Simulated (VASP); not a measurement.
# BaS (I4/mmm) in VASP: a series of runs

BaS is run at these levels: r2SCAN; tasks: single point.

All numbers are computed with VASP 6.6.1; they aren't measurements. Logs are shortened: lines on timing, memory, paths and dates and some standing lists are left out, and cuts for length are marked.

**1. The cell of the first run**

Symmetry: I4/mmm, No. 139, tetragonal system. Conventional cell: a = 4.878 Å, b = 4.878 Å, c = 6.132 Å, α = 90.00°, β = 90.00°, γ = 90.00°. Ba (site symmetry 4/mmm) has 6 S at 3.07 to 3.45 Å within 4.0 Å. Within 4.0 Å of S (site symmetry 4/mmm) lie 6 Ba at 3.07 to 3.45 Å.

**2. Single point, r2SCAN (strain +0.080 along x and y, -0.040 along z)**

POSCAR

```
BaS
1.0
    0.0000000000      3.4492500000      3.0660000000
    3.4492500000      0.0000000000      3.0660000000
    3.4492500000      3.4492500000      0.0000000000
Ba S
1 1
Direct
    0.0000000000      0.0000000000      0.0000000000
    0.5000000000      0.5000000000      0.5000000000
```

INCAR.step1

```
SYSTEM = BaS
PREC = Accurate ; ENCUT = 520
ISMEAR = 0 ; SIGMA = 0.05
LREAL = .FALSE. ; LASPH = .TRUE.
NELM = 100 ; NBANDS = 15
GGA = PE ; ALGO = Normal
EDIFF = 1E-4 ; LWAVE = .TRUE.
LCHARG = .FALSE.
```

INCAR.step2

```
SYSTEM = BaS
PREC = Accurate ; ENCUT = 520
EDIFF = 1E-6 ; ISMEAR = 0
SIGMA = 0.05 ; LREAL = .FALSE.
LASPH = .TRUE. ; NELM = 100
ALGO = Normal ; ISIF = 2
LWAVE = .FALSE. ; LCHARG = .FALSE.
METAGGA = R2SCAN ; LMIXTAU = .TRUE.
NBANDS = 15 ; ISTART = 1
```

KPOINTS

```
regular mesh
0
G
  6 6 6
  0 0 0
```

Potentials or basis: VASP PAW PBE potentials, release 64 (Ba_sv, S).

Started as:

```
> cat potpaw_PBE.64/Ba_sv/POTCAR potpaw_PBE.64/S/POTCAR > POTCAR
> cp INCAR.step1 INCAR
> mpirun -np 1 vasp_std > vasp.out
> cp INCAR.step2 INCAR
> mpirun -np 1 vasp_std > vasp.out
```

OUTCAR:

```text
SYSTEM = BaS
   PREC = Accurate
   ENCUT = 520
   EDIFF = 1E-6
   ISMEAR = 0
   LREAL = .FALSE.
   LASPH = .TRUE.
   NELM = 100
   ISIF = 2
   METAGGA = R2SCAN
   ISTART = 1

 ion  position               nearest neighbor table
   1  0.000  0.000  0.000-   2 3.07   2 3.07   2 3.45   2 3.45   2 3.45   2 3.45
   2  0.500  0.500  0.500-   1 3.07   1 3.07   1 3.45   1 3.45   1 3.45   1 3.45

  LATTYP: Found a body centered tetragonal cell.
 ALAT       =     4.8779761300
 C/A-ratio  =     1.2570787221

  Lattice vectors:

 A1 = (   0.0000000000,  -3.4492500000,  -3.0660000000)
 A2 = (   0.0000000000,   3.4492500000,  -3.0660000000)
 A3 = (   3.4492500000,   0.0000000000,   3.0660000000)

Analysis of symmetry for initial positions (statically):
=====================================================================
 Subroutine PRICEL returns:
 Original cell was already a primitive cell.

 Routine SETGRP: Setting up the symmetry group for a
 body centered tetragonal supercell.

 Subroutine GETGRP returns: Found 16 space group operations
 (whereof 16 operations were pure point group operations)
 out of a pool of 16 trial point group operations.

The static configuration has the point symmetry D_4h.

Analysis of symmetry for dynamics (positions and initial velocities):
=====================================================================
 Subroutine PRICEL returns:
 Original cell was already a primitive cell.

 Routine SETGRP: Setting up the symmetry group for a
 body centered tetragonal supercell.

 Subroutine GETGRP returns: Found 16 space group operations
 (whereof 16 operations were pure point group operations)
 out of a pool of 16 trial point group operations.

The dynamic configuration has the point symmetry D_4h.

 Subroutine INISYM returns: Found 16 space group operations
 (whereof 16 operations are pure point group operations),
 and found     1 'primitive' translations

----------------------------------------------------------------------------------------

                                     Primitive cell

  volume of cell :      72.9544

  direct lattice vectors                    reciprocal lattice vectors
     0.000000000  3.449250000  3.066000000    -0.144959049  0.144959049  0.163078930
     3.449250000  0.000000000  3.066000000     0.144959049 -0.144959049  0.163078930
     3.449250000  3.449250000  0.000000000     0.144959049  0.144959049 -0.163078930

  length of vectors
     4.614941122  4.614941122  4.877976130     0.261956083  0.261956083  0.261956083

  position of ions in fractional coordinates (direct lattice)
     0.000000000  0.000000000  0.000000000
     0.500000000  0.500000000  0.500000000

  ion indices of the primitive-cell ions
   primitive index   ion index
                 1           1
                 2           2

----------------------------------------------------------------------------------------

 KPOINTS: regular mesh

Automatic generation of k-mesh.
 Grid dimensions read from file:
 generate k-points for:    6    6    6

 Generating k-lattice:

  Cartesian coordinates                     Fractional coordinates (reciprocal lattice)
    -0.024159842  0.024159842  0.027179822     0.166666667 -0.000000000  0.000000000
     0.024159842 -0.024159842  0.027179822    -0.000000000  0.166666667  0.000000000
     0.024159842  0.024159842 -0.027179822     0.000000000  0.000000000  0.166666667

  Length of vectors
     0.043659347  0.043659347  0.043659347

  Shift w.r.t. Gamma in fractional coordinates (k-lattice)
     0.000000000  0.000000000  0.000000000

 Subroutine IBZKPT returns following result:
 ===========================================

 Found     30 irreducible k-points:

 Following reciprocal coordinates:
            Coordinates               Weight
  0.000000  0.000000  0.000000      1.000000
  0.166667  0.000000  0.000000      8.000000
  0.333333  0.000000  0.000000      8.000000
  0.500000  0.000000  0.000000      4.000000
  0.166667  0.166667  0.000000      2.000000
  0.333333  0.166667  0.000000      8.000000
[... 16 lines left out ...]
  0.333333  0.000000  0.333333      4.000000
  0.500000 -0.000000  0.333333     16.000000
 [... further k-points ...]
   k-points           NKPTS =     30   k-points in BZ     NKDIM =     30   number of bands    NBANDS=     15
   number of dos      NEDOS =    301   number of ions     NIONS =      2
   total plane-waves  NPLWV =  46656
   dimension x,y,z NGX =    36 NGY =   36 NGZ =   36
   dimension x,y,z NGXF=    72 NGYF=   72 NGZF=   72
   ions per type =               1   1
   NGX,Y,Z   is equivalent  to a cutoff of  12.97, 12.97, 12.27 a.u.
   NGXF,Y,Z  is equivalent  to a cutoff of  25.94, 25.94, 24.54 a.u.
 SYSTEM =  BaS
   PREC   = accura    normal or accurate (medium, high low for compatibility)
   ISTART =      1    job   : 0-new  1-cont  2-samecut
   ICHARG =      0    charge: 1-file 2-atom 10-const
   ISPIN  =      1    spin polarized calculation?
   LNONCOLLINEAR =      F non collinear calculations
   LSORBIT =      F    spin-orbit coupling
   LASPH  =      T    aspherical Exc in radial PAW
   ENCUT  =  520.0 eV  38.22 Ry    6.18 a.u.   8.58  8.58  9.07*2*pi/ulx,y,z
   NELM   =    100;   NELMIN=  2; NELMDL=  0     # of ELM steps
   EDIFF  = 0.1E-05   stopping-criterion for ELM
   LREAL  =      F    real-space projection
   EDIFFG = 0.1E-04   stopping-criterion for IOM
   NSW    =      0    number of steps for IOM
   IBRION =     -1    ionic relax: 0-MD 1-quasi-New 2-CG
[... 14 lines left out ...]
     AMIX     =   0.40;   BMIX     =  1.00
     AMIX_MAG =   1.60;   BMIX_MAG =  1.00
  volume/ion in A,a.u.               =      36.48       246.16
  Fermi-wavevector in a.u.,A,eV,Ry     =   0.987259  1.865649 13.261324  0.974680
  Thomas-Fermi vector in A             =   2.118700
   LORBIT       =      0    0 simple, 1 ext, 2 COOP (PROOUT), +10 PAW based schemes
   METAGGA = R2SCAN    functional components
   LHFCALC =     F    Hartree Fock is set to
   AEXX    =    0.0000 exact exchange contribution
   IVDW    =     0    specifies the selected vdW correction
   LEPSILON=     F    determine dielectric tensor
   LRPA    =     F    only Hartree local field effects (RPA)
 non-spin polarized calculation
 Gauss-broadening in eV      SIGMA  =   0.05
  energy-cutoff  :      520.00
  volume of cell :       72.95
 maximum number of plane-waves:      1995
 NGX is ok and might be reduce to    36
   NGX = 17   NGY = 17   NGZ = 19

 number of electron      15.9999999 magnetization

 Free energy of the ion-electron system (eV)
  ---------------------------------------------------
  ext. energy  EPLUGINS =         0.00000000
  ---------------------------------------------------
  free energy    TOTEN  =       -39.01495461 eV

  energy without entropy =      -39.01495461  energy(sigma->0) =      -39.01495461

 E-fermi :   1.2135     XC(G=0):  -8.5671

 val. band max:        0.9289702700   @ k =   0.0000   0.0000   0.0000
 cond. band min:       3.2133512654   @ k =   0.5000   0.5000   0.0000
 fundamental gap:      2.2843809955
 Fermi energy:         1.2135370024

 k-point     1 :       0.0000    0.0000    0.0000
  band No.  band energies     occupation
      1     -26.4736      2.00000
      2     -11.1415      2.00000
      3     -11.1415      2.00000
      4     -11.1262      2.00000
      5      -9.9891      2.00000
      6       0.5829      2.00000
      7       0.5829      2.00000
      8       0.9290      2.00000
      9       4.0323      0.00000
     10       4.7447      0.00000
     11       4.7447      0.00000
     12       5.4543      0.00000
     13       5.5365      0.00000
     14       6.6296      0.00000
     15       9.7013      0.00000

 k-point     2 :       0.1667    0.0000    0.0000
  band No.  band energies     occupation
      1     -26.4667      2.00000
      2     -11.4388      2.00000
      3     -11.1573      2.00000
      4     -11.1376      2.00000
      5      -9.6376      2.00000
      6       0.1095      2.00000
      7       0.3404      2.00000
      8       0.4941      2.00000
      9       4.7197      0.00000
     10       5.0575      0.00000
     11       5.1855      0.00000
     12       5.5977      0.00000
     13       6.1271      0.00000
     14       7.4596      0.00000
     15      10.6417      0.00000

 k-point     3 :       0.3333    0.0000    0.0000
  band No.  band energies     occupation
      1     -26.4529      2.00000
      2     -11.8353      2.00000
      3     -11.1885      2.00000
      4     -11.1418      2.00000
      5      -9.1437      2.00000
      6      -0.6917      2.00000
      7      -0.0783      2.00000
      8      -0.0515      2.00000
      9       5.4355      0.00000
     10       6.2409      0.00000
     11       6.3335      0.00000
     12       6.4196      0.00000
     13       7.5110      0.00000
     14       9.0313      0.00000
     15      10.6652      0.00000
[... 343 lines left out ...]
 k-point    23 :       0.3333    0.0000    0.3333
  band No.  band energies     occupation
      1     -26.4501      2.00000
      2     -11.4767      2.00000
      3     -11.2332      2.00000
      4     -11.1902      2.00000
      5      -9.7676      2.00000
      6      -0.3572      2.00000
      7       0.4350      2.00000
      8       0.7911      2.00000
      9       3.6293      0.00000
     10       5.6678      0.00000
     11       7.1964      0.00000
     12       7.2074      0.00000
     13       7.3654      0.00000
     14       8.7732      0.00000
     15      10.1365      0.00000

 k-point    24 :       0.5000   -0.0000    0.3333
  band No.  band energies     occupation
      1     -26.4433      2.00000
      2     -11.5475      2.00000
      3     -11.3447      2.00000
      4     -11.2070      2.00000
      5      -9.6055      2.00000
      6      -0.2124      2.00000
      7       0.1519      2.00000
      8       0.4131      2.00000
      9       3.9802      0.00000
     10       6.4773      0.00000
     11       7.2086      0.00000
     12       7.8257      0.00000
     13       7.9482      0.00000
     14       8.8379      0.00000
     15       9.3486      0.00000

 [... further k-points ...]

------------------------ aborting loop because EDIFF is reached ----------------------------------------

  FORCE on cell =-STRESS in cart. coord.  units (eV):
  Direction    XX          YY          ZZ          XY          YZ          ZX
  --------------------------------------------------------------------------------------
  -------------------------------------------------------------------------------------
  Total       -2.0204031     -2.0204031      1.7380379      0.0000000     -0.0000000      0.0000000
  in kB      -44.3707862    -44.3707862     38.1696630      0.0000000     -0.0000000      0.0000000
  external PRESSURE =     -16.8573031 kB  Pullay stress =       0.0000000 kB

 VOLUME and BASIS-vectors are now :
 -----------------------------------------------------------------------------
  energy-cutoff  :      520.00
  volume of cell :       72.95
      direct lattice vectors                 reciprocal lattice vectors
     0.000000000  3.449250000  3.066000000    -0.144959049  0.144959049  0.163078930
     3.449250000  0.000000000  3.066000000     0.144959049 -0.144959049  0.163078930
     3.449250000  3.449250000  0.000000000     0.144959049  0.144959049 -0.163078930

 POSITION                                       TOTAL-FORCE (eV/Angst)
 -----------------------------------------------------------------------------------
      0.00000      0.00000      0.00000         0.000000     -0.000000     -0.000000
      3.44925      3.44925      3.06600        -0.000000      0.000000      0.000000
 -----------------------------------------------------------------------------------
    total drift:                                0.000000      0.000000      0.000000

  FREE ENERGIE OF THE ION-ELECTRON SYSTEM (eV)
  ---------------------------------------------------
  free  energy   TOTEN  =       -39.0149546104 eV

  energy  without entropy=      -39.0149546104  energy(sigma->0) =      -39.01495461
```

It took 1.8 min on 1 thread of Intel Xeon 6975P-C, shared host; peak memory 0.23 GiB.

Results:

| Item | Value |
| --- | --- |
| Free energy | -39.0150 eV |
| Pressure | -1.7 GPa |
| Band gap on the k mesh | 2.28 eV, indirect (least direct gap 2.58 eV) |

Stress tensor (GPa, compression positive):
```
-4.44  0.00  0.00
 0.00 -4.44  0.00
 0.00  0.00  3.82
```

Caveat: the cell differs from its parent crystal (strain +0.080 along x and y, -0.040 along z); the PAW data sets were made with another functional, which shifts forces and pressure a little; spin-orbit coupling is left out, which moves the levels of the heavy elements. A k mesh can miss the band edges.

(Part 1 of 2 ends here.)
